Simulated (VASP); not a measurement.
# Bi2Te3 (R-3m) in VASP: further runs, part 2 of 2

VASP 6.6.1. The steps go on from the part before.

**5. Single point, PBE**

Input file INCAR:

```
SYSTEM = Bi2Te3
PREC     = Accurate       ! precision mode
ENCUT    = 520            ! plane-wave cutoff, eV
EDIFF    = 1E-6           ! SCF threshold, eV
ISMEAR   = 0              ! smearing method
SIGMA    = 0.05           ! smearing width, eV
LREAL    = .FALSE.        ! projectors in reciprocal space
LASPH    = .TRUE.         ! aspherical terms in the spheres
NELM     = 100            ! most SCF steps
ALGO     = Normal         ! electronic algorithm
ISIF     = 2              ! what is computed and relaxed
LWAVE    = .FALSE.        ! write WAVECAR
LCHARG   = .FALSE.        ! write CHGCAR
GGA      = PE             ! functional
NBANDS   = 32             ! bands
```

Input file KPOINTS:

```
Automatic mesh
0
G
  8 8 8
  0 0 0
```

Input file POSCAR:

```
Bi2Te3
1.0
    2.2248063976      1.2844925725     10.6494745158
   -2.2248063976      1.2844925725     10.6494745158
    0.0000000000     -2.5689851451     10.6494745158
Bi Te
2 3
Direct
    0.3976135335      0.3976135335      0.3976135335
    0.6023864665      0.6023864665      0.6023864665
    0.0000000000      0.0000000000      0.0000000000
    0.2152308500      0.2152308500      0.2152308500
    0.7847691500      0.7847691500      0.7847691500
```

Potentials or basis: VASP PAW PBE potentials, release 64 (Bi_d, Te).

Command:

```sh
$ cat potpaw_PBE.64/Bi_d/POTCAR potpaw_PBE.64/Te/POTCAR > POTCAR
$ mpirun -np 1 vasp_std > vasp.out
```

OUTCAR:

```text
SYSTEM = Bi2Te3
   PREC = Accurate
   ENCUT = 520
   EDIFF = 1E-6
   ISMEAR = 0
   LREAL = .FALSE.
   LASPH = .TRUE.
   NELM = 100
   ISIF = 2
   GGA = PE

 ion  position               nearest neighbor table
   1  0.398  0.398  0.398-   5 3.09   5 3.09   5 3.09   3 3.29   3 3.29   3 3.29
   2  0.602  0.602  0.602-   4 3.09   4 3.09   4 3.09   3 3.29   3 3.29   3 3.29
   3  0.000  0.000  0.000-   2 3.29   1 3.29   2 3.29   2 3.29   1 3.29   1 3.29
   4  0.215  0.215  0.215-   2 3.09   2 3.09   2 3.09
   5  0.785  0.785  0.785-   1 3.09   1 3.09   1 3.09

  LATTYP: Found a trigonal (rhomboedric) cell.
 ALAT       =    10.9549528588
 COS(alpha) =     0.9175114976

  Lattice vectors:

 A1 = (   2.2248063976,   1.2844925725,  10.6494745158)
 A2 = (  -2.2248063976,   1.2844925725,  10.6494745158)
 A3 = (   0.0000000000,  -2.5689851451,  10.6494745158)

Analysis of symmetry for initial positions (statically):
=====================================================================
 Subroutine PRICEL returns:
 Original cell was already a primitive cell.

 Routine SETGRP: Setting up the symmetry group for a
 trigonal (rhombohedral) supercell.

 Subroutine GETGRP returns: Found 12 space group operations
 (whereof 12 operations were pure point group operations)
 out of a pool of 12 trial point group operations.

The static configuration has the point symmetry D_3d.

Analysis of symmetry for dynamics (positions and initial velocities):
=====================================================================
 Subroutine PRICEL returns:
 Original cell was already a primitive cell.

 Routine SETGRP: Setting up the symmetry group for a
 trigonal (rhombohedral) supercell.

 Subroutine GETGRP returns: Found 12 space group operations
 (whereof 12 operations were pure point group operations)
 out of a pool of 12 trial point group operations.

The dynamic configuration has the point symmetry D_3d.

 Subroutine INISYM returns: Found 12 space group operations
 (whereof 12 operations are pure point group operations),
 and found     1 'primitive' translations

----------------------------------------------------------------------------------------

                                     Primitive cell

  volume of cell :     182.6010

  direct lattice vectors                    reciprocal lattice vectors
     2.224806398  1.284492573 10.649474516     0.224738656  0.129752924  0.031300449
    -2.224806398  1.284492573 10.649474516    -0.224738656  0.129752924  0.031300449
     0.000000000 -2.568985145 10.649474516     0.000000000 -0.259505847  0.031300449

  length of vectors
    10.954952859 10.954952859 10.954952859     0.261386692  0.261386692  0.261386692

  position of ions in fractional coordinates (direct lattice)
     0.397613533  0.397613533  0.397613533
     0.602386467  0.602386467  0.602386467
     0.000000000  0.000000000  0.000000000
     0.215230850  0.215230850  0.215230850
     0.784769150  0.784769150  0.784769150

  ion indices of the primitive-cell ions
   primitive index   ion index
                 1           1
                 2           2
                 3           3
                 4           4
                 5           5

[... 28 lines left out ...]
  0.000000  0.000000  0.000000      1.000000
  0.125000 -0.000000  0.000000      6.000000
  0.250000 -0.000000  0.000000      6.000000
  0.375000 -0.000000  0.000000      6.000000
  0.500000 -0.000000  0.000000      3.000000
  0.125000  0.125000  0.000000      6.000000
[... 16 lines left out ...]
  0.250000  0.125000  0.125000      6.000000
  0.375000  0.125000  0.125000      6.000000
 [... further k-points ...]
   k-points           NKPTS =     65   k-points in BZ     NKDIM =     65   number of bands    NBANDS=     32
   number of dos      NEDOS =    301   number of ions     NIONS =      5
   total plane-waves  NPLWV = 592704
   dimension x,y,z NGX =    84 NGY =   84 NGZ =   84
   dimension x,y,z NGXF=   168 NGYF=  168 NGZF=  168
   ions per type =               2   3
   NGX,Y,Z   is equivalent  to a cutoff of  12.75, 12.75, 12.75 a.u.
   NGXF,Y,Z  is equivalent  to a cutoff of  25.49, 25.49, 25.49 a.u.
 SYSTEM =  Bi2Te3
   PREC   = accura    normal or accurate (medium, high low for compatibility)
   ISTART =      0    job   : 0-new  1-cont  2-samecut
   ICHARG =      2    charge: 1-file 2-atom 10-const
   ISPIN  =      1    spin polarized calculation?
   LNONCOLLINEAR =      F non collinear calculations
   LSORBIT =      F    spin-orbit coupling
   LASPH  =      T    aspherical Exc in radial PAW
   ENCUT  =  520.0 eV  38.22 Ry    6.18 a.u.  20.37 20.37 20.37*2*pi/ulx,y,z
   NELM   =    100;   NELMIN=  2; NELMDL= -5     # of ELM steps
   EDIFF  = 0.1E-05   stopping-criterion for ELM
   LREAL  =      F    real-space projection
   EDIFFG = 0.1E-04   stopping-criterion for IOM
   NSW    =      0    number of steps for IOM
   IBRION =     -1    ionic relax: 0-MD 1-quasi-New 2-CG
   NFREE  =      0    steps in history (QN), initial steepest desc. (CG)
   ISIF   =      2    stress and relaxation
   ISYM   =      2    0-nonsym 1-usesym 2-fastsym
   POTIM  = 0.5000    time-step for ionic-motion
   TEBEG  =    0.0;   TEEND  =   0.0 temperature during run
   PSTRESS=    0.0 pullay stress
   NELECT =      48.0000    total number of electrons
   NUPDOWN=      -1.0000    fix difference up-down
   EMIN   =  10.00;   EMAX   =-10.00  energy-range for DOS
   EFERMI =   0.00;   METHOD = LEGACY
   ISMEAR =     0;   SIGMA  =   0.05  broadening in eV -4-tet -1-fermi 0-gaus
   EFERMI_NEDOS =   21; number of points for ismear=-14 and -15
   IALGO  =     38    algorithm
   IMIX   =      4    mixing-type and parameters
     AMIX     =   0.40;   BMIX     =  1.00
     AMIX_MAG =   1.60;   BMIX_MAG =  1.00
  volume/ion in A,a.u.               =      36.52       246.45
  Fermi-wavevector in a.u.,A,eV,Ry     =   1.048707  1.981769 14.963502  1.099786
  Thomas-Fermi vector in A             =   2.183640
   LORBIT       =      0    0 simple, 1 ext, 2 COOP (PROOUT), +10 PAW based schemes
   GGA     = PE    functional components
   LHFCALC =     F    Hartree Fock is set to
   AEXX    =    0.0000 exact exchange contribution
   IVDW    =     0    specifies the selected vdW correction
   LEPSILON=     F    determine dielectric tensor
   LRPA    =     F    only Hartree local field effects (RPA)
 non-spin polarized calculation
 Gauss-broadening in eV      SIGMA  =   0.05
  energy-cutoff  :      520.00
  volume of cell :      182.60
 maximum number of plane-waves:      4948
 NGX is ok and might be reduce to    84
   NGX = 41   NGY = 41   NGZ = 41

 number of electron      47.9999997 magnetization

 Free energy of the ion-electron system (eV)
  ---------------------------------------------------
  ext. energy  EPLUGINS =         0.00000000
  ---------------------------------------------------
  free energy    TOTEN  =       -18.40165314 eV

  energy without entropy =      -18.40165314  energy(sigma->0) =      -18.40165314

 E-fermi :   5.3443     XC(G=0):  -8.9483

 val. band max:        5.0921688478   @ k =   0.0000   0.0000   0.0000
 cond. band min:       5.5851093633   @ k =   0.0000   0.0000   0.0000
 fundamental gap:      0.4929405155
 Fermi energy:         5.3443145038

 k-point     1 :       0.0000    0.0000    0.0000
  band No.  band energies     occupation
      1     -17.8587      2.00000
      2     -17.8587      2.00000
      3     -17.8576      2.00000
      4     -17.8576      2.00000
      5     -17.8536      2.00000
      6     -17.8525      2.00000
[... 829 lines left out ...]
     31       9.3421      0.00000
     32      10.8546      0.00000

 [... further k-points ...]

------------------------ aborting loop because EDIFF is reached ----------------------------------------

  FORCE on cell =-STRESS in cart. coord.  units (eV):
  Direction    XX          YY          ZZ          XY          YZ          ZX
  --------------------------------------------------------------------------------------
  -------------------------------------------------------------------------------------
  Total       -0.0334674     -0.0334674     -0.0227829      0.0000000      0.0000000      0.0000000
  in kB       -0.2936497     -0.2936497     -0.1999017      0.0000000      0.0000000      0.0000000
  external PRESSURE =      -0.2624004 kB  Pullay stress =       0.0000000 kB

 VOLUME and BASIS-vectors are now :
 -----------------------------------------------------------------------------
  energy-cutoff  :      520.00
  volume of cell :      182.60
      direct lattice vectors                 reciprocal lattice vectors
     2.224806398  1.284492573 10.649474516     0.224738656  0.129752924  0.031300449
    -2.224806398  1.284492573 10.649474516    -0.224738656  0.129752924  0.031300449
     0.000000000 -2.568985145 10.649474516     0.000000000 -0.259505847  0.031300449

 POSITION                                       TOTAL-FORCE (eV/Angst)
 -----------------------------------------------------------------------------------
      0.00000     -0.00000     12.70313         0.000000      0.000000     -0.007759
      0.00000     -0.00000     19.24530         0.000000     -0.000000      0.007759
      0.00000      0.00000      0.00000        -0.000000     -0.000000      0.000000
      0.00000     -0.00000      6.87629         0.000000      0.000000     -0.005183
      0.00000     -0.00000     25.07214         0.000000     -0.000000      0.005183
 -----------------------------------------------------------------------------------
    total drift:                               -0.000000     -0.000000      0.000000

  FREE ENERGIE OF THE ION-ELECTRON SYSTEM (eV)
  ---------------------------------------------------
  free  energy   TOTEN  =       -18.4016531378 eV

  energy  without entropy=      -18.4016531378  energy(sigma->0) =      -18.40165314
```

Run time: 30 min. Hardware: 1 thread of Intel Xeon 6975P-C (Granite Rapids), shared host; peak memory 1.2 GiB.

Results:

| Property | Result |
| --- | --- |
| Free energy | -18.4017 eV |
| Pressure | 0.0 GPa |
| Largest force | 0.008 eV/Å |
| Band gap on the k mesh | 0.49 eV, direct |

Forces in eV/Å, atoms in the order of the input:
```
Bi   0.000  0.000 -0.008
Bi   0.000  0.000  0.008
Te   0.000  0.000  0.000
Te   0.000  0.000 -0.005
Te   0.000  0.000  0.005
```

Levels at points of the mesh, in eV from the valence-band top:
```csv
k point,band 22,band 23,band 24,band 25,band 26,band 27
"(0.00, 0.00, 0.00)",-0.62,-0.62,0.00,0.49,1.07,1.07
"(0.50, 0.00, 0.00)",-1.70,-0.71,-0.47,0.89,1.61,2.71
"(0.50, 0.50, 0.00)",-1.47,-1.01,-0.85,1.40,1.53,2.16
"(0.50, 0.50, 0.50)",-0.74,-0.74,-0.26,0.78,1.31,1.31
```

Caveat: spin-orbit coupling is left out, which moves the levels of the heavy elements. As with any semilocal functional, this PBE gap is likely too small.

**6. The runs side by side**

| cell | k mesh | gap on the mesh (eV) | pressure (GPa) | largest force (eV/Å) |
| --- | --- | --- | --- | --- |
| a = 10.955 Å, angles 23.4°, 5 atoms | 8 × 8 × 8 | 0.49 | 0.0 | 0.01 |
| a = 10.955 Å, angles 23.4°, 5 atoms | 8 × 8 × 8, shifted | 0.52 | 0.0 | 0.01 |
| a = 10.835 Å, angles 23.6°, 5 atoms | 8 × 8 × 8 | 0.44 | 0.4 | 0.02 |

Alike in all rows: task single point; level PBE; potentials or basis VASP PAW PBE potentials, release 64 (Bi_d, Te); no spin polarisation; cutoff (eV) 520; smearing gaussian 0.05 eV.

Caveats: spin-orbit coupling is left out, which moves the levels of the heavy elements.

Absolute energies hang on the potentials; compare differences alone.
